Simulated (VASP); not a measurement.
# YAl2N3 (P-3m1) in VASP: single point with PBE

Aim: the single point of YAl2N3 with PBE.

All numbers are computed with VASP 6.6.1; they aren't measurements. Logs are shortened: lines on timing, memory, paths and dates and some standing lists are left out, and cuts for length are marked.

## 1. The cell of the first run

Symmetry: P-3m1, No. 164, trigonal system. Conventional cell: a = 3.433 Å, b = 3.433 Å, c = 8.410 Å, α = 90.00°, β = 90.00°, γ = 120.00°. Y (site symmetry -3m) has 6 N at 2.43 Å within 3.2 Å. Within 3.2 Å of Al (site symmetry 3m) lie 6 N at 2.43 Å. N (site symmetry -3m) has 6 Al at 2.43 Å within 3.2 Å. N (site symmetry 3m) has 3 Al at 2.43 Å and 3 Y at 2.43 Å within 3.2 Å.

## 2. Single point, PBE

File INCAR:

```
PREC     = Accurate       # precision mode
ENCUT    = 520            # plane-wave cutoff, eV
EDIFF    = 1E-6           # SCF threshold, eV
ISMEAR   = 0              # smearing method
SIGMA    = 0.1            # smearing width, eV
LREAL    = F              # projectors in reciprocal space
LASPH    = T              # aspherical terms in the spheres
NELM     = 80             # most SCF steps
ALGO     = Normal         # electronic algorithm
ISIF     = 2              # what is computed and relaxed
LWAVE    = F              # write WAVECAR
LCHARG   = F              # write CHGCAR
GGA      = PE             # functional
NBANDS   = 25             # bands
```

File KPOINTS:

```
regular mesh
0
Gamma
  6 6 2
```

File POSCAR:

```
YAl2N3
1.0
    3.4332216600      0.0000000000      0.0000000000
   -1.7166108300      2.9732571700      0.0000000000
    0.0000000000      0.0000000000      8.4096412400
Y Al N
1 2 3
Direct
    0.0000000000      0.0000000000      0.0000000000
    0.3333333300      0.6666666700      0.6666666700
    0.6666666700      0.3333333300      0.3333333300
    0.0000000000      0.0000000000      0.5000000000
    0.3333333300      0.6666666700      0.1666666700
    0.6666666700      0.3333333300      0.8333333300
```

Potentials or basis: VASP PAW PBE potentials, release 64 (Y_sv, Al, N).

The run is started by

```bash
$ cat potpaw_PBE.64/Y_sv/POTCAR potpaw_PBE.64/Al/POTCAR potpaw_PBE.64/N/POTCAR > POTCAR
$ mpirun -np 1 vasp_std > vasp.out
```

OUTCAR:

```text
PREC = Accurate
   ENCUT = 520
   EDIFF = 1E-6
   ISMEAR = 0
   LREAL = F
   LASPH = T
   NELM = 80
   ISIF = 2
   GGA = PE

 ion  position               nearest neighbor table
   1  0.000  0.000  0.000-   5 2.43   6 2.43   5 2.43   6 2.43   6 2.43   5 2.43   2 3.43   3 3.43
                             2 3.43   3 3.43   2 3.43   3 3.43
   2  0.333  0.667  0.667-   6 2.43   6 2.43   4 2.43   6 2.43   4 2.43   4 2.43   1 3.43   1 3.43
                             1 3.43
   3  0.667  0.333  0.333-   5 2.43   5 2.43   4 2.43   5 2.43   4 2.43   4 2.43   1 3.43   1 3.43
                             1 3.43
   4  0.000  0.000  0.500-   2 2.43   3 2.43   2 2.43   3 2.43   3 2.43   2 2.43
   5  0.333  0.667  0.167-   3 2.43   3 2.43   1 2.43   3 2.43   1 2.43   1 2.43
   6  0.667  0.333  0.833-   2 2.43   2 2.43   1 2.43   2 2.43   1 2.43   1 2.43

  LATTYP: Found a hexagonal cell.
 ALAT       =     3.4332216600
 C/A-ratio  =     2.4494897425

  Lattice vectors:

 A1 = (   3.4332216600,   0.0000000000,   0.0000000000)
 A2 = (  -1.7166108300,   2.9732571700,   0.0000000000)
 A3 = (   0.0000000000,   0.0000000000,   8.4096412400)

Analysis of symmetry for initial positions (statically):
=====================================================================
 Subroutine PRICEL returns:
 Original cell was already a primitive cell.

 Routine SETGRP: Setting up the symmetry group for a
 hexagonal supercell.

 Subroutine GETGRP returns: Found 12 space group operations
 (whereof 12 operations were pure point group operations)
 out of a pool of 24 trial point group operations.

The static configuration has the point symmetry D_3d.

Analysis of symmetry for dynamics (positions and initial velocities):
=====================================================================
 Subroutine PRICEL returns:
 Original cell was already a primitive cell.

 Routine SETGRP: Setting up the symmetry group for a
 hexagonal supercell.

 Subroutine GETGRP returns: Found 12 space group operations
 (whereof 12 operations were pure point group operations)
 out of a pool of 24 trial point group operations.

The dynamic configuration has the point symmetry D_3d.

 Subroutine INISYM returns: Found 12 space group operations
 (whereof 12 operations are pure point group operations),
 and found     1 'primitive' translations

----------------------------------------------------------------------------------------

                                     Primitive cell

  volume of cell :      85.8444

  direct lattice vectors                    reciprocal lattice vectors
     3.433221660  0.000000000  0.000000000     0.291271610  0.168165743  0.000000000
    -1.716610830  2.973257170  0.000000000     0.000000000  0.336331485  0.000000000
     0.000000000  0.000000000  8.409641240     0.000000000  0.000000000  0.118911137

  length of vectors
     3.433221660  3.433221656  8.409641240     0.336331485  0.336331485  0.118911137

  position of ions in fractional coordinates (direct lattice)
     0.000000000  0.000000000  0.000000000
     0.333333330  0.666666670  0.666666670
     0.666666670  0.333333330  0.333333330
     0.000000000  0.000000000  0.500000000
     0.333333330  0.666666670  0.166666670
     0.666666670  0.333333330  0.833333330

  ion indices of the primitive-cell ions
   primitive index   ion index
                 1           1
                 2           2
                 3           3
                 4           4
                 5           5
                 6           6

----------------------------------------------------------------------------------------

 KPOINTS: regular mesh

Automatic generation of k-mesh.
 Grid dimensions read from file:
 generate k-points for:    6    6    2

 Generating k-lattice:

  Cartesian coordinates                     Fractional coordinates (reciprocal lattice)
     0.048545268  0.028027624  0.000000000     0.166666667  0.000000000  0.000000000
     0.000000000  0.056055248  0.000000000     0.000000000  0.166666667  0.000000000
     0.000000000  0.000000000  0.059455568     0.000000000  0.000000000  0.500000000

  Length of vectors
     0.056055247  0.056055248  0.059455568

  Shift w.r.t. Gamma in fractional coordinates (k-lattice)
     0.000000000  0.000000000  0.000000000

 Subroutine IBZKPT returns following result:
 ===========================================

 Found     14 irreducible k-points:

 Following reciprocal coordinates:
            Coordinates               Weight
  0.000000  0.000000  0.000000      1.000000
  0.166667 -0.000000  0.000000      6.000000
  0.333333 -0.000000  0.000000      6.000000
  0.500000 -0.000000  0.000000      3.000000
  0.166667  0.166667  0.000000      6.000000
  0.333333  0.166667  0.000000     12.000000
  0.333333  0.333333  0.000000      2.000000
  0.000000  0.000000  0.500000      1.000000
  0.166667 -0.000000  0.500000      6.000000
  0.333333 -0.000000  0.500000      6.000000
  0.500000 -0.000000  0.500000      3.000000
  0.166667  0.166667  0.500000      6.000000
  0.333333  0.166667  0.500000     12.000000
  0.333333  0.333333  0.500000      2.000000
   k-points           NKPTS =     14   k-points in BZ     NKDIM =     14   number of bands    NBANDS=     25
   number of dos      NEDOS =    301   number of ions     NIONS =      6
   total plane-waves  NPLWV =  50176
   dimension x,y,z NGX =    28 NGY =   28 NGZ =   64
   dimension x,y,z NGXF=    56 NGYF=   56 NGZF=  128
   ions per type =               1   2   3
   NGX,Y,Z   is equivalent  to a cutoff of  13.56, 13.56, 12.65 a.u.
   NGXF,Y,Z  is equivalent  to a cutoff of  27.12, 27.12, 25.30 a.u.
 SYSTEM =  unknown system
   PREC   = accura    normal or accurate (medium, high low for compatibility)
   ISTART =      0    job   : 0-new  1-cont  2-samecut
   ICHARG =      2    charge: 1-file 2-atom 10-const
   ISPIN  =      1    spin polarized calculation?
   LNONCOLLINEAR =      F non collinear calculations
   LSORBIT =      F    spin-orbit coupling
   LASPH  =      T    aspherical Exc in radial PAW
   ENCUT  =  520.0 eV  38.22 Ry    6.18 a.u.   6.38  6.38 15.64*2*pi/ulx,y,z
   NELM   =     80;   NELMIN=  2; NELMDL= -5     # of ELM steps
   EDIFF  = 0.1E-05   stopping-criterion for ELM
   LREAL  =      F    real-space projection
   EDIFFG = 0.1E-04   stopping-criterion for IOM
   NSW    =      0    number of steps for IOM
   IBRION =     -1    ionic relax: 0-MD 1-quasi-New 2-CG
   NFREE  =      0    steps in history (QN), initial steepest desc. (CG)
   ISIF   =      2    stress and relaxation
   ISYM   =      2    0-nonsym 1-usesym 2-fastsym
   POTIM  = 0.5000    time-step for ionic-motion
   TEBEG  =    0.0;   TEEND  =   0.0 temperature during run
   PSTRESS=    0.0 pullay stress
   NELECT =      32.0000    total number of electrons
   NUPDOWN=      -1.0000    fix difference up-down
   EMIN   =  10.00;   EMAX   =-10.00  energy-range for DOS
   EFERMI =   0.00;   METHOD = LEGACY
   ISMEAR =     0;   SIGMA  =   0.10  broadening in eV -4-tet -1-fermi 0-gaus
   EFERMI_NEDOS =   21; number of points for ismear=-14 and -15
   IALGO  =     38    algorithm
   IMIX   =      4    mixing-type and parameters
     AMIX     =   0.40;   BMIX     =  1.00
     AMIX_MAG =   1.60;   BMIX_MAG =  1.00
  volume/ion in A,a.u.               =      14.31        96.55
  Fermi-wavevector in a.u.,A,eV,Ry     =   1.178205  2.226485 18.887162  1.388167
  Thomas-Fermi vector in A             =   2.314538
   LORBIT       =      0    0 simple, 1 ext, 2 COOP (PROOUT), +10 PAW based schemes
   GGA     = PE    functional components
   LHFCALC =     F    Hartree Fock is set to
   AEXX    =    0.0000 exact exchange contribution
   IVDW    =     0    specifies the selected vdW correction
   LEPSILON=     F    determine dielectric tensor
   LRPA    =     F    only Hartree local field effects (RPA)
 non-spin polarized calculation
 Gauss-broadening in eV      SIGMA  =   0.10
  energy-cutoff  :      520.00
  volume of cell :       85.84
 maximum number of plane-waves:      2348
 NGX is ok and might be reduce to    28
   NGX = 13   NGY = 13   NGZ = 31

 number of electron      32.0000001 magnetization

 Free energy of the ion-electron system (eV)
  ---------------------------------------------------
  ext. energy  EPLUGINS =         0.00000000
  ---------------------------------------------------
  free energy    TOTEN  =       -42.53477617 eV

  energy without entropy =      -42.53477617  energy(sigma->0) =      -42.53477617

 E-fermi :   4.6594     XC(G=0): -10.4188

 val. band max:        4.2541458347   @ k =   0.0000   0.0000   0.0000
 cond. band min:       5.0596704551   @ k =   0.0000   0.0000   0.0000
 fundamental gap:      0.8055246204
 Fermi energy:         4.6594447804

 k-point     1 :       0.0000    0.0000    0.0000
  band No.  band energies     occupation
      1     -36.6881      2.00000
      2     -16.9320      2.00000
      3     -16.4027      2.00000
      4     -16.4027      2.00000
      5      -9.1923      2.00000
      6      -8.1838      2.00000
[... 17 lines left out ...]
     24      10.8365      0.00000
     25      11.3585      0.00000

 k-point     2 :       0.1667   -0.0000    0.0000
  band No.  band energies     occupation
      1     -36.6672      2.00000
      2     -16.8700      2.00000
      3     -16.6321      2.00000
      4     -16.4461      2.00000
      5      -8.8995      2.00000
      6      -7.9747      2.00000
[... 17 lines left out ...]
     24      11.1664      0.00000
     25      11.5715      0.00000

 k-point     3 :       0.3333   -0.0000    0.0000
  band No.  band energies     occupation
      1     -36.6250      2.00000
      2     -17.0582      2.00000
      3     -16.7366      2.00000
      4     -16.5315      2.00000
      5      -8.2726      2.00000
      6      -7.8916      2.00000
[... 17 lines left out ...]
     24      11.5709      0.00000
     25      11.5726      0.00000

 k-point     4 :       0.5000   -0.0000    0.0000
  band No.  band energies     occupation
      1     -36.6037      2.00000
      2     -17.2538      2.00000
      3     -16.6700      2.00000
      4     -16.5734      2.00000
      5      -8.0776      2.00000
      6      -7.6857      2.00000
[... 17 lines left out ...]
     24      11.4679      0.00000
     25      11.9884      0.00000

 k-point     5 :       0.1667    0.1667    0.0000
  band No.  band energies     occupation
      1     -36.6356      2.00000
      2     -16.9115      2.00000
      3     -16.7759      2.00000
      4     -16.5540      2.00000
      5      -8.4235      2.00000
      6      -7.8606      2.00000
[... 17 lines left out ...]
     24      10.8559      0.00000
     25      11.6485      0.00000

 k-point     6 :       0.3333    0.1667    0.0000
  band No.  band energies     occupation
      1     -36.6038      2.00000
      2     -17.1453      2.00000
      3     -16.7041      2.00000
      4     -16.6651      2.00000
      5      -7.9425      2.00000
      6      -7.7373      2.00000
[... 17 lines left out ...]
     24      11.5609      0.00000
     25      11.7990      0.00000
[... 113 lines left out ...]
 k-point    11 :       0.5000   -0.0000    0.5000
  band No.  band energies     occupation
      1     -36.6037      2.00000
      2     -17.2538      2.00000
      3     -16.6700      2.00000
      4     -16.5734      2.00000
      5      -8.0446      2.00000
      6      -7.7640      2.00000
[... 17 lines left out ...]
     24      11.5274      0.00000
     25      11.9269      0.00000

 k-point    12 :       0.1667    0.1667    0.5000
  band No.  band energies     occupation
      1     -36.6356      2.00000
      2     -16.9115      2.00000
      3     -16.7760      2.00000
      4     -16.5540      2.00000
      5      -8.3668      2.00000
      6      -7.9887      2.00000
[... 17 lines left out ...]
     24      11.0504      0.00000
     25      11.7011      0.00000

 k-point    13 :       0.3333    0.1667    0.5000
  band No.  band energies     occupation
      1     -36.6038      2.00000
      2     -17.1453      2.00000
      3     -16.7041      2.00000
      4     -16.6651      2.00000
      5      -7.9569      2.00000
      6      -7.7043      2.00000
[... 17 lines left out ...]
     24      11.4372      0.00000
     25      11.8419      0.00000

 k-point    14 :       0.3333    0.3333    0.5000
  band No.  band energies     occupation
      1     -36.5931      2.00000
      2     -16.9875      2.00000
      3     -16.9875      2.00000
      4     -16.6413      2.00000
      5      -7.6060      2.00000
      6      -7.6060      2.00000
[... 17 lines left out ...]
     24      11.1321      0.00000
     25      12.4791      0.00000

------------------------ aborting loop because EDIFF is reached ----------------------------------------

  FORCE on cell =-STRESS in cart. coord.  units (eV):
  Direction    XX          YY          ZZ          XY          YZ          ZX
  --------------------------------------------------------------------------------------
  -------------------------------------------------------------------------------------
  Total      -14.4714574    -14.4714574    -17.7133562      0.0000000      0.0000000      0.0000000
  in kB     -270.0915932   -270.0915924   -330.5975657      0.0000000      0.0000000      0.0000000
  external PRESSURE =    -290.2602505 kB  Pullay stress =       0.0000000 kB

 VOLUME and BASIS-vectors are now :
 -----------------------------------------------------------------------------
  energy-cutoff  :      520.00
  volume of cell :       85.84
      direct lattice vectors                 reciprocal lattice vectors
     3.433221660  0.000000000  0.000000000     0.291271610  0.168165743  0.000000000
    -1.716610830  2.973257170  0.000000000     0.000000000  0.336331485  0.000000000
     0.000000000  0.000000000  8.409641240     0.000000000  0.000000000  0.118911137

 POSITION                                       TOTAL-FORCE (eV/Angst)
 -----------------------------------------------------------------------------------
      0.00000      0.00000      0.00000        -0.000000      0.000000      0.000000
     -0.00000      1.98217      5.60643        -0.000000     -0.000000     -0.218469
      1.71661      0.99109      2.80321        -0.000000      0.000000      0.218469
      0.00000      0.00000      4.20482        -0.000000      0.000000      0.000000
     -0.00000      1.98217      1.40161         0.000000     -0.000000      1.538476
      1.71661      0.99109      7.00803        -0.000000      0.000000     -1.538476
 -----------------------------------------------------------------------------------
    total drift:                               -0.000000      0.000000      0.000000

  FREE ENERGIE OF THE ION-ELECTRON SYSTEM (eV)
  ---------------------------------------------------
  free  energy   TOTEN  =       -42.5347761685 eV

  energy  without entropy=      -42.5347761683  energy(sigma->0) =      -42.53477617
```

Wall time 46 s (1 thread of Intel Xeon 6975P-C (Granite Rapids), shared host); peak memory 0.23 GiB.

Results:

| Quantity | Value |
| --- | --- |
| Free energy | -42.5348 eV |
| Pressure | -29.0 GPa |
| Largest force | 1.538 eV/Å |
| Band gap on the k mesh | 0.81 eV, direct |

Forces on the atoms (eV/Å):
```
Y    0.000  0.000  0.000
Al   0.000  0.000 -0.218
Al   0.000  0.000  0.218
N    0.000  0.000  0.000
N    0.000  0.000  1.538
N    0.000  0.000 -1.538
```

Stress tensor (GPa, compression positive):
```
-27.01   0.00   0.00
  0.00 -27.01   0.00
  0.00   0.00 -33.06
```

Levels at points of the mesh, in eV from the valence-band top:
```
           k point  band 12  band 13  band 14  band 15  band 16  band 17  band 18  band 19  band 20  band 21
(0.00, 0.00, 0.00)    -0.26    -0.26    -0.08     0.00     0.00     0.81     3.41     4.10     4.49     4.49
(0.50, 0.00, 0.00)    -1.72    -1.39    -1.33    -0.63    -0.37     1.55     2.61     4.41     4.82     6.45
(0.00, 0.00, 0.50)    -1.46    -0.14    -0.14    -0.12    -0.12     2.10     3.02     4.21     4.42     4.52
(0.50, 0.00, 0.50)    -1.88    -1.64    -0.93    -0.80    -0.76     2.39     2.62     4.28     4.41     6.48
```

Caveat: forces of over 1 eV/Å act on the atoms, so gaps and moduli don't describe the material at rest. PBE gaps usually lie below the measured ones, often by a third to a half.
